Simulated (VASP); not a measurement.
# Al (P-1) in VASP: single point with r2SCAN

Aim: the single point of Al with r2SCAN.

Everything below comes from runs of VASP 6.6.1. Logs are shortened: lines on timing, memory, paths and dates and some standing lists are left out, and cuts for length are marked.

### 1 The cell of the first run

The typed cell holds 1 atom: a = 2.822 Å, b = 2.819 Å, c = 2.822 Å, α = 119.97°, β = 120.07°, γ = 89.98°.

### 2 Single point, r2SCAN (cell sheared at random, sigma 0.1, atoms nudged by 0.01 Å, then relaxed in part)

The input, POSCAR:

```
Al
1.0
   -1.4397075625      1.4045988881      1.9798052602
    1.3815563933     -1.4142236028      2.0095573540
    1.4396566663      1.4142162654     -1.9721346542
Al
1
Direct
    0.0000000000      0.0000000000      0.0000000000
```

The input, INCAR.step1:

```
SYSTEM = Al
PREC = Accurate
ENCUT = 520
ISMEAR = 0
SIGMA = 0.15
LREAL = .False.
LASPH = .True.
NELM = 100
NBANDS = 8
GGA = PE
ALGO = Normal
EDIFF = 1E-4
LWAVE = .True.
LCHARG = .False.
```

The input, INCAR.step2:

```
SYSTEM = Al
PREC = Accurate
ENCUT = 520
EDIFF = 1E-6
ISMEAR = 0
SIGMA = 0.15
LREAL = .False.
LASPH = .True.
NELM = 100
ALGO = Normal
ISIF = 2
LWAVE = .False.
LCHARG = .False.
METAGGA = R2SCAN
LMIXTAU = .True.
NBANDS = 8
ISTART = 1
```

The input, KPOINTS:

```
regular mesh
0
Gamma
  14 14 14
  0 0 0
```

Potentials or basis: VASP PAW PBE potentials, release 64 (Al).

Command:

```
> cat potpaw_PBE.64/Al/POTCAR > POTCAR
> cp INCAR.step1 INCAR
> mpirun -np 1 vasp_std > vasp.out
> cp INCAR.step2 INCAR
> mpirun -np 1 vasp_std > vasp.out
```

OUTCAR:

```text
SYSTEM = Al
   PREC = Accurate
   ENCUT = 520
   EDIFF = 1E-6
   ISMEAR = 0
   LREAL = .False.
   LASPH = .True.
   NELM = 100
   ISIF = 2
   METAGGA = R2SCAN
   ISTART = 1

 ion  position               nearest neighbor table
   1  0.000  0.000  0.000-

  LATTYP: Found a triclinic cell.
 ALAT       =     2.8196885476
 B/A-ratio  =     0.9996939531
 C/A-ratio  =     1.0006286874
 COS(alpha) =     0.0000154382
 COS(beta)  =     0.4993941625
 COS(gamma) =     0.5000732086

  Lattice vectors:

 A1 = (  -1.3815054971,  -1.4045915507,  -2.0172279600)
 A2 = (   0.0000508962,  -2.8188151535,  -0.0076706060)
 A3 = (  -2.8212130596,   0.0000073374,  -0.0374226998)

Analysis of symmetry for initial positions (statically):
=====================================================================
 Subroutine PRICEL returns:
 Original cell was already a primitive cell.

 Routine SETGRP: Setting up the symmetry group for a
 triclinic supercell.

 Subroutine GETGRP returns: Found  2 space group operations
 (whereof  2 operations were pure point group operations)
 out of a pool of  2 trial point group operations.

The static configuration has the point symmetry S_2 .

Analysis of symmetry for dynamics (positions and initial velocities):
=====================================================================
 Subroutine PRICEL returns:
 Original cell was already a primitive cell.

 Routine SETGRP: Setting up the symmetry group for a
 triclinic supercell.

 Subroutine GETGRP returns: Found  2 space group operations
 (whereof  2 operations were pure point group operations)
 out of a pool of  2 trial point group operations.

The dynamic configuration has the point symmetry S_2 .

 Subroutine INISYM returns: Found  2 space group operations
 (whereof  2 operations are pure point group operations),
 and found     1 'primitive' translations

----------------------------------------------------------------------------------------

                                     Primitive cell

  volume of cell :      15.8658

  direct lattice vectors                    reciprocal lattice vectors
    -1.439707562  1.404598888  1.979805260    -0.003334797  0.354074613  0.251472238
     1.381556393 -1.414223603  2.009557354     0.351064564 -0.000689700  0.255782258
     1.439656666  1.414216265 -1.972134654     0.354378504  0.354748997  0.006021484

  length of vectors
     2.822283609  2.819050767  2.821689929     0.434302014  0.434363174  0.501465086

  position of ions in fractional coordinates (direct lattice)
     0.000000000  0.000000000  0.000000000

  ion indices of the primitive-cell ions
   primitive index   ion index
                 1           1

----------------------------------------------------------------------------------------

 KPOINTS: regular mesh

Automatic generation of k-mesh.
 Grid dimensions read from file:
 generate k-points for:   14   14   14

 Generating k-lattice:

  Cartesian coordinates                     Fractional coordinates (reciprocal lattice)
    -0.000238200  0.025291044  0.017962303     0.071428571  0.000000000  0.000000000
     0.025076040 -0.000049264  0.018270161    -0.000000000  0.071428571  0.000000000
     0.025312750  0.025339214  0.000430106    -0.000000000  0.000000000  0.071428571

  Length of vectors
     0.031021572  0.031025941  0.035818935

  Shift w.r.t. Gamma in fractional coordinates (k-lattice)
     0.000000000  0.000000000  0.000000000

 Subroutine IBZKPT returns following result:
 ===========================================

 Found   1376 irreducible k-points:

 Following reciprocal coordinates:
            Coordinates               Weight
  0.000000  0.000000  0.000000      1.000000
  0.071429  0.000000  0.000000      2.000000
  0.142857  0.000000  0.000000      2.000000
  0.214286  0.000000  0.000000      2.000000
  0.285714  0.000000  0.000000      2.000000
  0.357143  0.000000  0.000000      2.000000
[... 16 lines left out ...]
  0.000000  0.142857  0.000000      2.000000
  0.071429  0.142857  0.000000      2.000000
 [... further k-points ...]
   k-points           NKPTS =   1376   k-points in BZ     NKDIM =   1376   number of bands    NBANDS=      8
   number of dos      NEDOS =    301   number of ions     NIONS =      1
   total plane-waves  NPLWV =  13824
   dimension x,y,z NGX =    24 NGY =   24 NGZ =   24
   dimension x,y,z NGXF=    48 NGYF=   48 NGZF=   48
   ions per type =               1
   NGX,Y,Z   is equivalent  to a cutoff of  14.14, 14.15, 14.14 a.u.
   NGXF,Y,Z  is equivalent  to a cutoff of  28.27, 28.31, 28.28 a.u.
 SYSTEM =  Al
   PREC   = accura    normal or accurate (medium, high low for compatibility)
   ISTART =      1    job   : 0-new  1-cont  2-samecut
   ICHARG =      0    charge: 1-file 2-atom 10-const
   ISPIN  =      1    spin polarized calculation?
   LNONCOLLINEAR =      F non collinear calculations
   LSORBIT =      F    spin-orbit coupling
   LASPH  =      T    aspherical Exc in radial PAW
   ENCUT  =  520.0 eV  38.22 Ry    6.18 a.u.   5.25  5.24  5.25*2*pi/ulx,y,z
   NELM   =    100;   NELMIN=  2; NELMDL=  0     # of ELM steps
   EDIFF  = 0.1E-05   stopping-criterion for ELM
   LREAL  =      F    real-space projection
   EDIFFG = 0.1E-04   stopping-criterion for IOM
   NSW    =      0    number of steps for IOM
   IBRION =     -1    ionic relax: 0-MD 1-quasi-New 2-CG
   NFREE  =      0    steps in history (QN), initial steepest desc. (CG)
   ISIF   =      2    stress and relaxation
   ISYM   =      2    0-nonsym 1-usesym 2-fastsym
   POTIM  = 0.5000    time-step for ionic-motion
   TEBEG  =    0.0;   TEEND  =   0.0 temperature during run
   PSTRESS=    0.0 pullay stress
   NELECT =       3.0000    total number of electrons
   NUPDOWN=      -1.0000    fix difference up-down
   EMIN   =  10.00;   EMAX   =-10.00  energy-range for DOS
   EFERMI =   0.00;   METHOD = LEGACY
   ISMEAR =     0;   SIGMA  =   0.15  broadening in eV -4-tet -1-fermi 0-gaus
   EFERMI_NEDOS =   21; number of points for ismear=-14 and -15
   IALGO  =     38    algorithm
   IMIX   =      4    mixing-type and parameters
     AMIX     =   0.40;   BMIX     =  1.00
     AMIX_MAG =   1.60;   BMIX_MAG =  1.00
  volume/ion in A,a.u.               =      15.87       107.07
  Fermi-wavevector in a.u.,A,eV,Ry     =   0.939639  1.775660 12.012872  0.882921
  Thomas-Fermi vector in A             =   2.066971
   LORBIT       =      0    0 simple, 1 ext, 2 COOP (PROOUT), +10 PAW based schemes
   METAGGA = R2SCAN    functional components
   LHFCALC =     F    Hartree Fock is set to
   AEXX    =    0.0000 exact exchange contribution
   IVDW    =     0    specifies the selected vdW correction
   LEPSILON=     F    determine dielectric tensor
   LRPA    =     F    only Hartree local field effects (RPA)
 non-spin polarized calculation
 Gauss-broadening in eV      SIGMA  =   0.15
  energy-cutoff  :      520.00
  volume of cell :       15.87
 maximum number of plane-waves:       444
 NGX is ok and might be reduce to    24
   NGX = 11   NGY = 11   NGZ = 11

 number of electron       3.0000000 magnetization

 Free energy of the ion-electron system (eV)
  ---------------------------------------------------
  ext. energy  EPLUGINS =         0.00000000
  ---------------------------------------------------
  free energy    TOTEN  =        -6.73573143 eV

  energy without entropy =       -6.73156892  energy(sigma->0) =       -6.73365018

 E-fermi :   8.4084     XC(G=0): -11.0532

 val. band max:        8.4072406269   @ k =   0.5000   0.2857   0.2143
 cond. band min:       8.4094040939   @ k =   0.5000   0.2857   0.5000
 fundamental gap:      0.0021634670
 Fermi energy:         8.4084014549

 k-point     1 :       0.0000    0.0000    0.0000
  band No.  band energies     occupation
      1      -3.6881      2.00000
      2      21.9441      0.00000
      3      21.9881      0.00000
      4      21.9972      0.00000
      5      24.1635      0.00000
      6      24.2131      0.00000
      7      24.2228      0.00000
      8      26.0782      0.00000

 k-point     2 :       0.0714    0.0000    0.0000
  band No.  band energies     occupation
      1      -3.5368      2.00000
      2      19.7913      0.00000
      3      21.5672      0.00000
      4      21.6100      0.00000
      5      24.6785      0.00000
      6      24.8011      0.00000
      7      24.8489      0.00000
      8      27.6825      0.00000

 k-point     3 :       0.1429    0.0000    0.0000
  band No.  band energies     occupation
      1      -3.0841      2.00000
      2      16.6798      0.00000
      3      20.9563      0.00000
      4      20.9967      0.00000
      5      24.4986      0.00000
      6      26.0130      0.00000
      7      26.0598      0.00000
      8      27.1977      0.00000

 k-point     4 :       0.2143    0.0000    0.0000
  band No.  band energies     occupation
      1      -2.3328      2.00000
      2      13.6346      0.00000
      3      20.4834      0.00000
      4      20.5209      0.00000
      5      24.2160      0.00000
      6      25.2785      0.00000
      7      25.2919      0.00000
      8      28.0369      0.00000

 k-point     5 :       0.2857    0.0000    0.0000
  band No.  band energies     occupation
      1      -1.2879      2.00000
      2      10.7707      0.00000
      3      20.2248      0.00000
      4      20.2595      0.00000
      5      23.8690      0.00000
      6      23.8833      0.00000
      7      24.0532      0.00000
      8      28.2310      0.00000
[... 177 lines left out ...]
 k-point    22 :      -0.0714    0.0714   -0.0000
  band No.  band energies     occupation
      1      -3.4865      2.00000
      2      20.5985      0.00000
      3      20.6291      0.00000
      4      20.7248      0.00000
      5      23.7274      0.00000
      6      25.8455      0.00000
      7      25.8712      0.00000
      8      27.2348      0.00000

 k-point    23 :       0.0000    0.1429    0.0000
  band No.  band energies     occupation
      1      -3.0839      2.00000
      2      16.6850      0.00000
      3      20.9510      0.00000
      4      20.9959      0.00000
      5      24.4967      0.00000
      6      26.0119      0.00000
      7      26.0588      0.00000
      8      27.1894      0.00000

 k-point    24 :       0.0714    0.1429    0.0000
  band No.  band energies     occupation
      1      -2.7328      2.00000
      2      15.6937      0.00000
      3      18.4963      0.00000
      4      22.3284      0.00000
      5      24.8295      0.00000
      6      25.2523      0.00000
      7      25.6693      0.00000
      8      26.6582      0.00000

 [... further k-points ...]
[... 5 lines left out ...]
  --------------------------------------------------------------------------------------
  -------------------------------------------------------------------------------------
  Total       -0.0316112     -0.0303036     -0.0347806     -0.0000749     -0.0003293      0.0009361
  in kB       -3.1921870     -3.0601485     -3.5122449     -0.0075668     -0.0332489      0.0945339
  external PRESSURE =      -3.2548602 kB  Pullay stress =       0.0000000 kB

 VOLUME and BASIS-vectors are now :
 -----------------------------------------------------------------------------
  energy-cutoff  :      520.00
  volume of cell :       15.87
      direct lattice vectors                 reciprocal lattice vectors
    -1.439707562  1.404598888  1.979805260    -0.003334797  0.354074613  0.251472238
     1.381556393 -1.414223603  2.009557354     0.351064564 -0.000689700  0.255782258
     1.439656666  1.414216265 -1.972134654     0.354378504  0.354748997  0.006021484

 POSITION                                       TOTAL-FORCE (eV/Angst)
 -----------------------------------------------------------------------------------
      0.00000      0.00000      0.00000        -0.000000      0.000000      0.000000
 -----------------------------------------------------------------------------------
    total drift:                                0.000000      0.000000      0.000000

  FREE ENERGIE OF THE ION-ELECTRON SYSTEM (eV)
  ---------------------------------------------------
  free  energy   TOTEN  =        -6.7357314335 eV

  energy  without entropy=       -6.7315689206  energy(sigma->0) =       -6.73365018
```

Wall time 24 min (1 thread of AMD EPYC 7R13, shared host); peak memory 0.23 GiB.

Results:

* Free energy: -6.7357 eV
* Pressure: -0.3 GPa

Caveat: the cell differs from its parent crystal (cell sheared at random, sigma 0.1, atoms nudged by 0.01 Å, then relaxed in part); the PAW data sets were made with another functional, which shifts forces and pressure a little.
